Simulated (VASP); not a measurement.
# Rh (Fm-3m) in VASP: single point with LDA

Aim: the single point of Rh with LDA.

Program: VASP 6.6.1. These are calculated values, not measurements. Logs are shortened: lines on timing, memory, paths and dates and some standing lists are left out, and cuts for length are marked.

### 1 The cell of the first run

The structure is cubic, space group Fm-3m (No. 225). Conventional cell: a = 3.806 Å, b = 3.806 Å, c = 3.806 Å, α = 90.00°, β = 90.00°, γ = 90.00°. Rh (site symmetry m-3m) has 12 Rh at 2.69 Å within 3.5 Å.

### 2 Single point, LDA

Contents of INCAR:

```
SYSTEM = Rh
ALGO = Fast
EDIFF = 1E-6
ENCUT = 520
ISIF = 2
ISMEAR = 0
LASPH = .TRUE.
LCHARG = .FALSE.
LREAL = .FALSE.
LWAVE = .FALSE.
NBANDS = 14
NELM = 100
PREC = Accurate
SIGMA = 0.1
```

Contents of KPOINTS:

```
k-points
0
G
  18 18 18
  0 0 0
```

Contents of POSCAR:

```
Rh
1.0
    0.0000000000      1.9029860900      1.9029860900
    1.9029860900      0.0000000000      1.9029860900
    1.9029860900      1.9029860900      0.0000000000
Rh
1
Direct
    0.0000000000      0.0000000000      0.0000000000
```

Potentials or basis: VASP PAW LDA potentials, release 64 (Rh_pv).

Launch:

```sh
$ cat potpaw_LDA.64/Rh_pv/POTCAR > POTCAR
$ mpirun -np 1 vasp_std > vasp.out
```

OUTCAR:

```text
SYSTEM = Rh
   EDIFF = 1E-6
   ENCUT = 520
   ISIF = 2
   ISMEAR = 0
   LASPH = .TRUE.
   LREAL = .FALSE.
   NELM = 100
   PREC = Accurate

 ion  position               nearest neighbor table
   1  0.000  0.000  0.000-

  LATTYP: Found a face centered cubic cell.
 ALAT       =     3.8059721800

  Lattice vectors:

 A1 = (   0.0000000000,   1.9029860900,   1.9029860900)
 A2 = (   1.9029860900,   0.0000000000,   1.9029860900)
 A3 = (   1.9029860900,   1.9029860900,   0.0000000000)

Analysis of symmetry for initial positions (statically):
=====================================================================
 Subroutine PRICEL returns:
 Original cell was already a primitive cell.

 Routine SETGRP: Setting up the symmetry group for a
 face centered cubic supercell.

 Subroutine GETGRP returns: Found 48 space group operations
 (whereof 48 operations were pure point group operations)
 out of a pool of 48 trial point group operations.

The static configuration has the point symmetry O_h .

Analysis of symmetry for dynamics (positions and initial velocities):
=====================================================================
 Subroutine PRICEL returns:
 Original cell was already a primitive cell.

 Routine SETGRP: Setting up the symmetry group for a
 face centered cubic supercell.

 Subroutine GETGRP returns: Found 48 space group operations
 (whereof 48 operations were pure point group operations)
 out of a pool of 48 trial point group operations.

The dynamic configuration has the point symmetry O_h .

 Subroutine INISYM returns: Found 48 space group operations
 (whereof 48 operations are pure point group operations),
 and found     1 'primitive' translations

----------------------------------------------------------------------------------------

                                     Primitive cell

  volume of cell :      13.7828

  direct lattice vectors                    reciprocal lattice vectors
     0.000000000  1.902986090  1.902986090    -0.262744958  0.262744958  0.262744958
     1.902986090  0.000000000  1.902986090     0.262744958 -0.262744958  0.262744958
     1.902986090  1.902986090  0.000000000     0.262744958  0.262744958 -0.262744958

  length of vectors
     2.691228737  2.691228737  2.691228737     0.455087616  0.455087616  0.455087616

  position of ions in fractional coordinates (direct lattice)
     0.000000000  0.000000000  0.000000000

  ion indices of the primitive-cell ions
   primitive index   ion index
                 1           1

----------------------------------------------------------------------------------------

 KPOINTS: k-points

Automatic generation of k-mesh.
 Grid dimensions read from file:
 generate k-points for:   18   18   18

 Generating k-lattice:

  Cartesian coordinates                     Fractional coordinates (reciprocal lattice)
    -0.014596942  0.014596942  0.014596942     0.055555556  0.000000000  0.000000000
     0.014596942 -0.014596942  0.014596942     0.000000000  0.055555556  0.000000000
     0.014596942  0.014596942 -0.014596942     0.000000000  0.000000000  0.055555556

  Length of vectors
     0.025282645  0.025282645  0.025282645

  Shift w.r.t. Gamma in fractional coordinates (k-lattice)
     0.000000000  0.000000000  0.000000000

 Subroutine IBZKPT returns following result:
 ===========================================

 Found    195 irreducible k-points:

 Following reciprocal coordinates:
            Coordinates               Weight
  0.000000  0.000000  0.000000      1.000000
  0.055556  0.000000  0.000000      8.000000
  0.111111  0.000000  0.000000      8.000000
  0.166667  0.000000  0.000000      8.000000
  0.222222  0.000000  0.000000      8.000000
  0.277778  0.000000  0.000000      8.000000
[... 16 lines left out ...]
 -0.277778  0.055556  0.000000     24.000000
 -0.222222  0.055556  0.000000     24.000000
 [... further k-points ...]
   k-points           NKPTS =    195   k-points in BZ     NKDIM =    195   number of bands    NBANDS=     14
   number of dos      NEDOS =    301   number of ions     NIONS =      1
   total plane-waves  NPLWV =   8000
   dimension x,y,z NGX =    20 NGY =   20 NGZ =   20
   dimension x,y,z NGXF=    40 NGYF=   40 NGZF=   40
   ions per type =               1
   NGX,Y,Z   is equivalent  to a cutoff of  12.35, 12.35, 12.35 a.u.
   NGXF,Y,Z  is equivalent  to a cutoff of  24.71, 24.71, 24.71 a.u.
 SYSTEM =  Rh
   PREC   = accura    normal or accurate (medium, high low for compatibility)
   ISTART =      0    job   : 0-new  1-cont  2-samecut
   ICHARG =      2    charge: 1-file 2-atom 10-const
   ISPIN  =      1    spin polarized calculation?
   LNONCOLLINEAR =      F non collinear calculations
   LSORBIT =      F    spin-orbit coupling
   LASPH  =      T    aspherical Exc in radial PAW
   ENCUT  =  520.0 eV  38.22 Ry    6.18 a.u.   5.00  5.00  5.00*2*pi/ulx,y,z
   NELM   =    100;   NELMIN=  2; NELMDL= -5     # of ELM steps
   EDIFF  = 0.1E-05   stopping-criterion for ELM
   LREAL  =      F    real-space projection
   EDIFFG = 0.1E-04   stopping-criterion for IOM
   NSW    =      0    number of steps for IOM
   IBRION =     -1    ionic relax: 0-MD 1-quasi-New 2-CG
   NFREE  =      0    steps in history (QN), initial steepest desc. (CG)
   ISIF   =      2    stress and relaxation
   ISYM   =      2    0-nonsym 1-usesym 2-fastsym
   POTIM  = 0.5000    time-step for ionic-motion
   TEBEG  =    0.0;   TEEND  =   0.0 temperature during run
   PSTRESS=    0.0 pullay stress
   NELECT =      15.0000    total number of electrons
   NUPDOWN=      -1.0000    fix difference up-down
   EMIN   =  10.00;   EMAX   =-10.00  energy-range for DOS
   EFERMI =   0.00;   METHOD = LEGACY
   ISMEAR =     0;   SIGMA  =   0.10  broadening in eV -4-tet -1-fermi 0-gaus
   EFERMI_NEDOS =   21; number of points for ismear=-14 and -15
   IALGO  =     68    algorithm
   IMIX   =      4    mixing-type and parameters
     AMIX     =   0.40;   BMIX     =  1.00
     AMIX_MAG =   1.60;   BMIX_MAG =  1.00
  volume/ion in A,a.u.               =      13.78        93.01
  Fermi-wavevector in a.u.,A,eV,Ry     =   1.683939  3.182183 38.581359  2.835650
  Thomas-Fermi vector in A             =   2.767050
   LORBIT       =      0    0 simple, 1 ext, 2 COOP (PROOUT), +10 PAW based schemes
   GGA     = CA    functional components
   LHFCALC =     F    Hartree Fock is set to
   AEXX    =    0.0000 exact exchange contribution
   IVDW    =     0    specifies the selected vdW correction
   LEPSILON=     F    determine dielectric tensor
   LRPA    =     F    only Hartree local field effects (RPA)
 non-spin polarized calculation
 RMM-DIIS sequential band-by-band and
 Gauss-broadening in eV      SIGMA  =   0.10
  energy-cutoff  :      520.00
  volume of cell :       13.78
 maximum number of plane-waves:       388
   NGX =  9   NGY =  9   NGZ =  9

 number of electron      15.0000007 magnetization

 Free energy of the ion-electron system (eV)
  ---------------------------------------------------
  ext. energy  EPLUGINS =         0.00000000
  ---------------------------------------------------
  free energy    TOTEN  =        -8.66860524 eV

  energy without entropy =       -8.66179602  energy(sigma->0) =       -8.66520063

 E-fermi :  11.6679     XC(G=0): -14.3367

 val. band max:       11.6617776751   @ k =   0.5000   0.2222   0.1111
 cond. band min:      11.6687203785   @ k =  -0.4444   0.3333   0.1667
 fundamental gap:      0.0069427034
 Fermi energy:        11.6679393867

 k-point     1 :       0.0000    0.0000    0.0000
  band No.  band energies     occupation
      1     -34.5043      2.00000
      2     -34.5043      2.00000
      3     -34.5043      2.00000
      4       3.6518      2.00000
      5       8.5611      2.00000
      6       8.5611      2.00000
      7       8.5611      2.00000
      8      10.6781      2.00000
      9      10.6781      2.00000
     10      27.6162      0.00000
     11      32.0040      0.00000
     12      33.0059      0.00000
     13      33.0059      0.00000
     14      33.0059      0.00000

 k-point     2 :       0.0556    0.0000    0.0000
  band No.  band energies     occupation
      1     -34.5274      2.00000
      2     -34.5074      2.00000
      3     -34.5074      2.00000
      4       3.7764      2.00000
      5       8.5056      2.00000
      6       8.6101      2.00000
      7       8.6101      2.00000
      8      10.6503      2.00000
      9      10.6503      2.00000
     10      27.7982      0.00000
     11      32.0016      0.00000
     12      32.3229      0.00000
     13      33.1886      0.00000
     14      33.1886      0.00000

 k-point     3 :       0.1111    0.0000    0.0000
  band No.  band energies     occupation
      1     -34.5936      2.00000
      2     -34.5164      2.00000
      3     -34.5164      2.00000
      4       4.1342      2.00000
      5       8.3669      2.00000
      6       8.7385      2.00000
      7       8.7385      2.00000
      8      10.5903      2.00000
      9      10.5903      2.00000
     10      28.2844      0.00000
     11      30.8825      0.00000
     12      32.0050      0.00000
     13      33.7184      0.00000
     14      33.7184      0.00000

 k-point     4 :       0.1667    0.0000    0.0000
  band No.  band energies     occupation
      1     -34.6942      2.00000
      2     -34.5301      2.00000
      3     -34.5301      2.00000
      4       4.6651      2.00000
      5       8.2322      2.00000
      6       8.8833      2.00000
      7       8.8833      2.00000
      8      10.5715      2.00000
      9      10.5715      2.00000
     10      28.8245      0.00000
     11      29.3232      0.00000
     12      32.0044      0.00000
     13      34.5394      0.00000
     14      34.5394      0.00000

 k-point     5 :       0.2222    0.0000    0.0000
  band No.  band energies     occupation
      1     -34.8162      2.00000
      2     -34.5468      2.00000
      3     -34.5468      2.00000
      4       5.2264      2.00000
      5       8.2711      2.00000
      6       8.9464      2.00000
      7       8.9464      2.00000
      8      10.6992      2.00000
      9      10.6992      2.00000
     10      27.5582      0.00000
     11      29.2578      0.00000
[... 276 lines left out ...]
 k-point    22 :      -0.3333    0.0556    0.0000
  band No.  band energies     occupation
      1     -35.0949      2.00000
      2     -34.6104      2.00000
      3     -34.5808      2.00000
      4       5.7575      2.00000
      5       8.6601      2.00000
      6       8.7674      2.00000
      7       9.7195      2.00000
      8      11.3171      2.00000
      9      12.1481      0.00000
     10      23.4615      0.00000
     11      28.2142      0.00000
     12      32.0039      0.00000
     13      33.3020      0.00000
     14      35.2809      0.00000

 k-point    23 :      -0.2778    0.0556    0.0000
  band No.  band energies     occupation
      1     -34.9850      2.00000
      2     -34.5955      2.00000
      3     -34.5632      2.00000
      4       5.7474      2.00000
      5       8.6976      2.00000
      6       8.9108      2.00000
      7       8.9203      2.00000
      8      10.8489      2.00000
      9      11.6102      1.58545
     10      25.3024      0.00000
     11      28.8820      0.00000
     12      32.0038      0.00000
     13      34.1555      0.00000
     14      36.6787      0.00000

 k-point    24 :      -0.2222    0.0556    0.0000
  band No.  band energies     occupation
      1     -34.8615      2.00000
      2     -34.5772      2.00000
      3     -34.5450      2.00000
      4       5.4854      2.00000
      5       8.2188      2.00000
      6       8.9603      2.00000
      7       9.0120      2.00000
      8      10.4787      2.00000
      9      11.1617      2.00000
     10      27.0682      0.00000
     11      29.3297      0.00000
     12      32.0039      0.00000
     13      34.4491      0.00000
     14      36.2878      0.00000

 [... further k-points ...]

------------------------ aborting loop because EDIFF is reached ----------------------------------------

  FORCE on cell =-STRESS in cart. coord.  units (eV):
  Direction    XX          YY          ZZ          XY          YZ          ZX
  --------------------------------------------------------------------------------------
  -------------------------------------------------------------------------------------
  Total       -0.9455753     -0.9455753     -0.9455753     -0.0000000      0.0000000     -0.0000000
  in kB     -109.9182640   -109.9182640   -109.9182640     -0.0000000      0.0000000     -0.0000000
  external PRESSURE =    -109.9182640 kB  Pullay stress =       0.0000000 kB

 VOLUME and BASIS-vectors are now :
 -----------------------------------------------------------------------------
  energy-cutoff  :      520.00
  volume of cell :       13.78
      direct lattice vectors                 reciprocal lattice vectors
     0.000000000  1.902986090  1.902986090    -0.262744958  0.262744958  0.262744958
     1.902986090  0.000000000  1.902986090     0.262744958 -0.262744958  0.262744958
     1.902986090  1.902986090  0.000000000     0.262744958  0.262744958 -0.262744958

 POSITION                                       TOTAL-FORCE (eV/Angst)
 -----------------------------------------------------------------------------------
      0.00000      0.00000      0.00000         0.000000      0.000000      0.000000
 -----------------------------------------------------------------------------------
    total drift:                                0.000000      0.000000      0.000000

  FREE ENERGIE OF THE ION-ELECTRON SYSTEM (eV)
  ---------------------------------------------------
  free  energy   TOTEN  =        -8.6686052379 eV

  energy  without entropy=       -8.6617960229  energy(sigma->0) =       -8.66520063
```

Wall time 12 s (1 thread of Intel Xeon 6975P-C (Granite Rapids), shared host); peak memory 0.14 GiB.

What came out:

```
Free energy            : -8.6686 eV
Pressure               : -11.0 GPa
Band gap on the k mesh : zero (an odd number of electrons rules out a gap without spin polarisation)
```

Caveat: the cell stands under tension.
